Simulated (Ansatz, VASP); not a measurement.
**One calculation of Ga4O, two programs**

```
CELL_PARAMETERS angstrom
-2.15340 2.15340 3.89477
2.15340 -2.15340 3.89477
2.15340 2.15340 -3.89477
ATOMIC_POSITIONS crystal
Ga 0.75629 0.75629 0.00000
Ga 0.48798 0.98798 0.50000
Ga 0.98798 0.48798 0.50000
Ga 0.26051 0.26051 0.00000
O 0.00725 0.00725 0.00000
```

Alike in both runs: task single point; functional PBE; k mesh 6 × 6 × 6; occupations gaussian, width 0.1 eV; collinear spin.

```csv
,VASP,Ansatz
version,VASP 6.6.1,Ansatz 0.2.0
potentials or method,"VASP PAW PBE potentials, release 64 (Ga_d, O), cutoff 520 eV","scalar-relativistic, plane waves, PAW"
valence electrons in the cell,58,58
```

|  | VASP | Ansatz | Ansatz less VASP |
| --- | --- | --- | --- |
| gap on the k mesh at the Fermi level (eV) | none | none | - |
| pressure (GPa) | 16.8 | 16.4 | -0.41 |
| traceless stress, the component that is largest in VASP (GPa) | -4.21 | -4.33 | -0.121 |
| rms of the force components (eV/Å) | 0.879 | 0.860 | -0.0196 |
| net moment per atom (μB) | 0.00 | 0.00 | 0.000 |

Atom by atom the forces differ by 0.020 eV/Å (rms over components). A gap of «none» marks a metal or a gap that the smearing closes. Ansatz's warnings: seeded moment not kept.
